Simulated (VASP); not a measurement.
# SnF (P4/mmm) in VASP: a series of runs

SnF is run at these levels: PBE; tasks: single point.

Program: VASP 6.6.1. These are calculated values, not measurements. Logs are shortened: lines on timing, memory, paths and dates and some standing lists are left out, and cuts for length are marked.

**1. The cell of the first run**

The structure is tetragonal, space group P4/mmm (No. 123). Conventional cell: a = 3.110 Å, b = 3.110 Å, c = 4.139 Å, α = 90.00°, β = 90.00°, γ = 90.00°. Within 2.7 Å of Sn (site symmetry 4/mmm) lie 2 F at 2.07 Å. F (site symmetry 4/mmm) has 2 Sn at 2.07 Å within 2.7 Å.

The cell was generated, and may not be a known phase.

**2. Single point, PBE**

Contents of INCAR:

```
PREC = Accurate ; ENCUT = 600
EDIFF = 1E-6 ; ISMEAR = 0
SIGMA = 0.1 ; LREAL = F
LASPH = T ; NELM = 120
ALGO = Normal ; ISIF = 2
LWAVE = F ; LCHARG = F
GGA = PE ; NBANDS = 18
GGA_COMPAT = F
```

Contents of KPOINTS:

```
Automatic mesh
0
Gamma
  6 6 4
```

Contents of POSCAR:

```
SnF
1.0
    3.1095616500      0.0000000000      0.0000000000
    0.0000000000      3.1095616500      0.0000000000
    0.0000000000      0.0000000000      4.1393565400
Sn F
1 1
Direct
    0.0000000000      0.0000000000      0.0000000000
    0.0000000000      0.0000000000      0.5000000000
```

Potentials or basis: VASP PAW PBE potentials, release 64 (Sn_d, F).

Launch:

```sh
> cat potpaw_PBE.64/Sn_d/POTCAR potpaw_PBE.64/F/POTCAR > POTCAR
> mpirun -np 1 vasp_std > vasp.out
```

OUTCAR:

```text
PREC = Accurate
   ENCUT = 600
   EDIFF = 1E-6
   ISMEAR = 0
   LREAL = F
   LASPH = T
   NELM = 120
   ISIF = 2
   GGA = PE

 ion  position               nearest neighbor table
   1  0.000  0.000  0.000-   2 2.07   2 2.07
   2  0.000  0.000  0.500-   1 2.07   1 2.07

  LATTYP: Found a simple tetragonal cell.
 ALAT       =     3.1095616500
 C/A-ratio  =     1.3311704368

  Lattice vectors:

 A1 = (   3.1095616500,   0.0000000000,   0.0000000000)
 A2 = (   0.0000000000,   3.1095616500,   0.0000000000)
 A3 = (   0.0000000000,   0.0000000000,   4.1393565400)

Analysis of symmetry for initial positions (statically):
=====================================================================
 Subroutine PRICEL returns:
 Original cell was already a primitive cell.

 Routine SETGRP: Setting up the symmetry group for a
 simple tetragonal supercell.

 Subroutine GETGRP returns: Found 16 space group operations
 (whereof 16 operations were pure point group operations)
 out of a pool of 16 trial point group operations.

The static configuration has the point symmetry D_4h.

Analysis of symmetry for dynamics (positions and initial velocities):
=====================================================================
 Subroutine PRICEL returns:
 Original cell was already a primitive cell.

 Routine SETGRP: Setting up the symmetry group for a
 simple tetragonal supercell.

 Subroutine GETGRP returns: Found 16 space group operations
 (whereof 16 operations were pure point group operations)
 out of a pool of 16 trial point group operations.

The dynamic configuration has the point symmetry D_4h.

 Subroutine INISYM returns: Found 16 space group operations
 (whereof 16 operations are pure point group operations),
 and found     1 'primitive' translations

----------------------------------------------------------------------------------------

                                     Primitive cell

  volume of cell :      40.0250

  direct lattice vectors                    reciprocal lattice vectors
     3.109561650  0.000000000  0.000000000     0.321588736  0.000000000  0.000000000
     0.000000000  3.109561650  0.000000000     0.000000000  0.321588736  0.000000000
     0.000000000  0.000000000  4.139356540     0.000000000  0.000000000  0.241583442

  length of vectors
     3.109561650  3.109561650  4.139356540     0.321588736  0.321588736  0.241583442

  position of ions in fractional coordinates (direct lattice)
     0.000000000  0.000000000  0.000000000
     0.000000000  0.000000000  0.500000000

  ion indices of the primitive-cell ions
   primitive index   ion index
                 1           1
                 2           2

----------------------------------------------------------------------------------------

 KPOINTS: Automatic mesh

Automatic generation of k-mesh.
 Grid dimensions read from file:
 generate k-points for:    6    6    4

 Generating k-lattice:

  Cartesian coordinates                     Fractional coordinates (reciprocal lattice)
     0.053598123  0.000000000  0.000000000     0.166666667  0.000000000  0.000000000
     0.000000000  0.053598123  0.000000000     0.000000000  0.166666667  0.000000000
     0.000000000  0.000000000  0.060395860     0.000000000  0.000000000  0.250000000

  Length of vectors
     0.053598123  0.053598123  0.060395860

  Shift w.r.t. Gamma in fractional coordinates (k-lattice)
     0.000000000  0.000000000  0.000000000

 Subroutine IBZKPT returns following result:
 ===========================================

 Found     30 irreducible k-points:

 Following reciprocal coordinates:
            Coordinates               Weight
  0.000000  0.000000  0.000000      1.000000
  0.166667  0.000000  0.000000      4.000000
  0.333333  0.000000  0.000000      4.000000
  0.500000  0.000000  0.000000      2.000000
  0.166667  0.166667  0.000000      4.000000
  0.333333  0.166667  0.000000      8.000000
[... 16 lines left out ...]
  0.333333  0.000000  0.500000      4.000000
  0.500000  0.000000  0.500000      2.000000
 [... further k-points ...]
   k-points           NKPTS =     30   k-points in BZ     NKDIM =     30   number of bands    NBANDS=     18
   number of dos      NEDOS =    301   number of ions     NIONS =      2
   total plane-waves  NPLWV =  28224
   dimension x,y,z NGX =    28 NGY =   28 NGZ =   36
   dimension x,y,z NGXF=    56 NGYF=   56 NGZF=   72
   ions per type =               1   1
   NGX,Y,Z   is equivalent  to a cutoff of  14.97, 14.97, 14.46 a.u.
   NGXF,Y,Z  is equivalent  to a cutoff of  29.94, 29.94, 28.92 a.u.
 SYSTEM =  unknown system
   PREC   = accura    normal or accurate (medium, high low for compatibility)
   ISTART =      0    job   : 0-new  1-cont  2-samecut
   ICHARG =      2    charge: 1-file 2-atom 10-const
   ISPIN  =      1    spin polarized calculation?
   LNONCOLLINEAR =      F non collinear calculations
   LSORBIT =      F    spin-orbit coupling
   LASPH  =      T    aspherical Exc in radial PAW
   ENCUT  =  600.0 eV  44.10 Ry    6.64 a.u.   6.21  6.21  8.27*2*pi/ulx,y,z
   NELM   =    120;   NELMIN=  2; NELMDL= -5     # of ELM steps
   EDIFF  = 0.1E-05   stopping-criterion for ELM
   LREAL  =      F    real-space projection
   EDIFFG = 0.1E-04   stopping-criterion for IOM
   NSW    =      0    number of steps for IOM
   IBRION =     -1    ionic relax: 0-MD 1-quasi-New 2-CG
   NFREE  =      0    steps in history (QN), initial steepest desc. (CG)
   ISIF   =      2    stress and relaxation
   ISYM   =      2    0-nonsym 1-usesym 2-fastsym
   POTIM  = 0.5000    time-step for ionic-motion
   TEBEG  =    0.0;   TEEND  =   0.0 temperature during run
   PSTRESS=    0.0 pullay stress
   NELECT =      21.0000    total number of electrons
   NUPDOWN=      -1.0000    fix difference up-down
   EMIN   =  10.00;   EMAX   =-10.00  energy-range for DOS
   EFERMI =   0.00;   METHOD = LEGACY
   ISMEAR =     0;   SIGMA  =   0.10  broadening in eV -4-tet -1-fermi 0-gaus
   EFERMI_NEDOS =   21; number of points for ismear=-14 and -15
   IALGO  =     38    algorithm
   IMIX   =      4    mixing-type and parameters
     AMIX     =   0.40;   BMIX     =  1.00
     AMIX_MAG =   1.60;   BMIX_MAG =  1.00
  volume/ion in A,a.u.               =      20.01       135.05
  Fermi-wavevector in a.u.,A,eV,Ry     =   1.320396  2.495187 23.721018  1.743446
  Thomas-Fermi vector in A             =   2.450225
   LORBIT       =      0    0 simple, 1 ext, 2 COOP (PROOUT), +10 PAW based schemes
   GGA     = PE    functional components
   LHFCALC =     F    Hartree Fock is set to
   AEXX    =    0.0000 exact exchange contribution
   IVDW    =     0    specifies the selected vdW correction
   LEPSILON=     F    determine dielectric tensor
   LRPA    =     F    only Hartree local field effects (RPA)
 non-spin polarized calculation
 Gauss-broadening in eV      SIGMA  =   0.10
  energy-cutoff  :      600.00
  volume of cell :       40.02
 maximum number of plane-waves:      1360
 NGX is ok and might be reduce to    28
   NGX = 13   NGY = 13   NGZ = 17

 number of electron      20.9999995 magnetization

 Free energy of the ion-electron system (eV)
  ---------------------------------------------------
  ext. energy  EPLUGINS =         0.00000000
  ---------------------------------------------------
  free energy    TOTEN  =        -8.30241817 eV

  energy without entropy =       -8.29399537  energy(sigma->0) =       -8.29820677

 E-fermi :   5.4720     XC(G=0):  -9.4437

 val. band max:        5.4633423775   @ k =   0.3333   0.1667   0.2500
 cond. band min:       5.5906581061   @ k =   0.3333   0.3333   0.5000
 fundamental gap:      0.1273157286
 Fermi energy:         5.4719860424

 k-point     1 :       0.0000    0.0000    0.0000
  band No.  band energies     occupation
      1     -19.7611      2.00000
      2     -16.2157      2.00000
      3     -15.9742      2.00000
      4     -15.9742      2.00000
      5     -15.8789      2.00000
      6     -15.5513      2.00000
[... 10 lines left out ...]
     17      21.3296      0.00000
     18      22.8386      0.00000

 k-point     2 :       0.1667    0.0000    0.0000
  band No.  band energies     occupation
      1     -19.7396      2.00000
      2     -16.1656      2.00000
      3     -15.9996      2.00000
      4     -15.9721      2.00000
      5     -15.9009      2.00000
      6     -15.5141      2.00000
[... 10 lines left out ...]
     17      20.4251      0.00000
     18      22.5521      0.00000

 k-point     3 :       0.3333    0.0000    0.0000
  band No.  band energies     occupation
      1     -19.6963      2.00000
      2     -16.0781      2.00000
      3     -16.0498      2.00000
      4     -15.9679      2.00000
      5     -15.9445      2.00000
      6     -15.4247      2.00000
[... 10 lines left out ...]
     17      19.2467      0.00000
     18      20.8213      0.00000

 k-point     4 :       0.5000    0.0000    0.0000
  band No.  band energies     occupation
      1     -19.6744      2.00000
      2     -16.0747      2.00000
      3     -16.0409      2.00000
      4     -15.9661      2.00000
      5     -15.9658      2.00000
      6     -15.3722      2.00000
[... 375 lines left out ...]
      4     -16.0149      2.00000
      5     -15.9861      2.00000
      6     -15.9006      2.00000
[... 10 lines left out ...]
     17      20.7388      0.00000
     18      22.5392      0.00000

 k-point    23 :       0.3333    0.0000    0.5000
  band No.  band energies     occupation
      1     -19.1750      2.00000
      2     -16.2715      2.00000
      3     -16.0683      2.00000
      4     -16.0239      2.00000
      5     -15.9816      2.00000
      6     -15.9441      2.00000
[... 10 lines left out ...]
     17      21.7035      0.00000
     18      21.7213      0.00000

 k-point    24 :       0.5000    0.0000    0.5000
  band No.  band energies     occupation
      1     -19.1496      2.00000
      2     -16.2669      2.00000
      3     -16.0951      2.00000
      4     -15.9794      2.00000
      5     -15.9658      2.00000
      6     -15.9558      2.00000
[... 10 lines left out ...]
     17      20.2073      0.00000
     18      20.9856      0.00000

 [... further k-points ...]

------------------------ aborting loop because EDIFF is reached ----------------------------------------

  FORCE on cell =-STRESS in cart. coord.  units (eV):
  Direction    XX          YY          ZZ          XY          YZ          ZX
  --------------------------------------------------------------------------------------
  -------------------------------------------------------------------------------------
  Total        0.0945388      0.0945388      8.1307614      0.0000000     -0.0000000      0.0000000
  in kB        3.7843342      3.7843342    325.4697425      0.0000000     -0.0000000      0.0000000
  external PRESSURE =     111.0128036 kB  Pullay stress =       0.0000000 kB

 VOLUME and BASIS-vectors are now :
 -----------------------------------------------------------------------------
  energy-cutoff  :      600.00
  volume of cell :       40.02
      direct lattice vectors                 reciprocal lattice vectors
     3.109561650  0.000000000  0.000000000     0.321588736  0.000000000  0.000000000
     0.000000000  3.109561650  0.000000000     0.000000000  0.321588736  0.000000000
     0.000000000  0.000000000  4.139356540     0.000000000  0.000000000  0.241583442

 POSITION                                       TOTAL-FORCE (eV/Angst)
 -----------------------------------------------------------------------------------
      0.00000      0.00000      0.00000         0.000000      0.000000      0.000000
      0.00000      0.00000      2.06968         0.000000      0.000000      0.000000
 -----------------------------------------------------------------------------------
    total drift:                               -0.000000     -0.000000      0.000000

  FREE ENERGIE OF THE ION-ELECTRON SYSTEM (eV)
  ---------------------------------------------------
  free  energy   TOTEN  =        -8.3024181669 eV

  energy  without entropy=       -8.2939953664  energy(sigma->0) =       -8.29820677
```

It took 13 s on 1 thread of Intel Xeon Platinum 8488C (Sapphire Rapids), shared host; peak memory 0.18 GiB.

Results:

| Quantity | Value |
| --- | --- |
| Free energy | -8.3024 eV |
| Pressure | 11.1 GPa |
| Band gap on the k mesh | zero (an odd number of electrons rules out a gap without spin polarisation) |

Stress tensor (GPa, compression positive):
```
 0.38  0.00  0.00
 0.00  0.38  0.00
 0.00  0.00 32.55
```

Levels at points of the mesh, in eV from the Fermi level:
| k point | band 9 | band 10 | band 11 | band 12 | band 13 | band 14 |
| --- | --- | --- | --- | --- | --- | --- |
| (0.00, 0.00, 0.00) | -5.28 | -5.28 | 4.40 | 6.84 | 6.84 | 6.90 |
| (0.50, 0.00, 0.00) | -5.26 | -5.17 | -2.11 | 7.36 | 7.61 | 9.47 |
| (0.50, 0.50, 0.00) | -6.34 | -1.76 | -0.11 | -0.11 | 3.58 | 10.31 |
| (0.00, 0.00, 0.50) | -5.10 | -3.43 | 0.62 | 6.29 | 6.29 | 9.98 |
| (0.50, 0.00, 0.50) | -5.01 | -3.18 | -1.64 | 4.01 | 6.38 | 8.71 |
| (0.50, 0.50, 0.50) | -5.88 | -0.96 | -0.96 | 1.23 | 4.54 | 7.38 |

Caveat: the k points lie up to 0.38 Å⁻¹ apart, too coarse for converged energies and pressures of a metal; spin-orbit coupling is left out, which moves the levels of the heavy elements; an odd number of electrons without spin polarisation forces a metal; a magnetic or distorted state may lie lower.

(Continued in part 2 of 2.)

The gap in the log of VASP goes by the Fermi energy; the results here count the filled bands.